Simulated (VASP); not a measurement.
MoS2, 3 atoms in the cell. The cell holds a slab with vacuum, 3 atoms: a = 3.120 Å, b = 3.120 Å, c = 17.335 Å, α = 90.00°, β = 90.00°, γ = 120.00°. 

| Quantity | Value |
| --- | --- |
| Program | VASP 6.6.1 |
| Task | single point |
| Functional | r2SCAN |
| Potentials or basis | VASP PAW PBE potentials, release 64 (Mo_sv, S) |
| Cutoff | 520 eV |
| k mesh | 12 × 12 × 2 |
| Occupations | fermi-dirac, width 0.1 eV |
| Spin | no spin polarisation |
| Dipole correction | no |
| Further INCAR settings | ALGO = Normal; EDIFF = 1e-06; NBANDS = 20 |

Potentials or basis: VASP PAW PBE potentials, release 64 (Mo_sv, S).

Run with:

```console
$ cat potpaw_PBE.64/Mo_sv/POTCAR potpaw_PBE.64/S/POTCAR > POTCAR
$ cp INCAR.step1 INCAR
$ mpirun -np 1 vasp_std > vasp.out
$ cp INCAR.step2 INCAR
$ mpirun -np 1 vasp_std > vasp.out
```

Hardware: 1 thread of AMD EPYC 7R43 64-Core Processor (Zen 3) (shared host).

**Question.** How long does it take, and how much memory?

**Answer.** Run time: 11 min on 1 thread of AMD EPYC 7R43 64-Core Processor (Zen 3) (shared host), peak memory 0.32 GiB. Counts: k points 38.
